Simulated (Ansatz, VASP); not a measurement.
**Two plane-wave programs on Os**

POSCAR

```
Os
1.0
    0.0000000000      1.8303150762      2.1963780914
    1.8303150762      0.0000000000      2.1963780914
    1.8303150762      1.8303150762      0.0000000000
Os
1
Direct
    0.0000000000      0.0000000000      0.0000000000
```

INCAR.step1

```
SYSTEM = Os
PREC = Accurate
ENCUT = 520
ISMEAR = 0
SIGMA = 0.15
LREAL = .False.
LASPH = .True.
NELM = 100
NBANDS = 10
GGA = PE
ALGO = Normal
EDIFF = 1E-4
LWAVE = .True.
LCHARG = .False.
```

File INCAR.step2:

```
SYSTEM = Os
PREC = Accurate
ENCUT = 520
EDIFF = 1E-6
ISMEAR = 0
SIGMA = 0.15
LREAL = .False.
LASPH = .True.
NELM = 100
ALGO = Normal
ISIF = 2
LWAVE = .False.
LCHARG = .False.
METAGGA = R2SCAN
LMIXTAU = .True.
NBANDS = 10
ISTART = 1
```

File KPOINTS:

```
regular mesh
0
Gamma
  24 24 24
  0 0 0
```

Input for Ansatz:

```yaml
crystal:
  lattice:
    - [0.0, 1.8303150762, 2.1963780914]
    - [1.8303150762, 0.0, 2.1963780914]
    - [1.8303150762, 1.8303150762, 0.0]
  atoms:
    - { symbol: Os, position: [0.0, 0.0, 0.0] }
basis:
  ecutwfc: 500
kpoints:
  mp_grid: { grid: [24, 24, 24] }
hamiltonian:
  xc: r2scan
scf:
  occupations: { method: gaussian, width: 0.15 }
output:
  forces: true
  stress: true
  eigenvalues: true
```

Alike in both runs: task single point; functional r2SCAN; k mesh 24 × 24 × 24; occupations gaussian, width 0.15 eV; no spin polarisation.

```csv
,VASP,Ansatz
version,VASP 6.6.1,Ansatz 0.2.0
potentials or method,"VASP PAW PBE potentials, release 64 (Os), cutoff 520 eV","scalar-relativistic, plane waves, PAW"
valence electrons in the cell,8,16
```

VASP gave:

- gap on the k mesh at the Fermi level (eV): none
- pressure (GPa): -8.6
- traceless stress, the component that is largest in VASP (GPa): -44.42

Estimate Ansatz's values.

gap on the k mesh at the Fermi level (eV): none; pressure (GPa): -9.3; traceless stress, the component that is largest in VASP (GPa): -44.86.

VASP's potentials were made for PBE, not for r2SCAN. A gap of «none» marks a metal or a gap that the smearing closes. VASP's potentials hold 8 valence electrons a cell and Ansatz's 16, so a difference there can come from the potentials and not from the codes.

Spin-orbit coupling is off throughout.
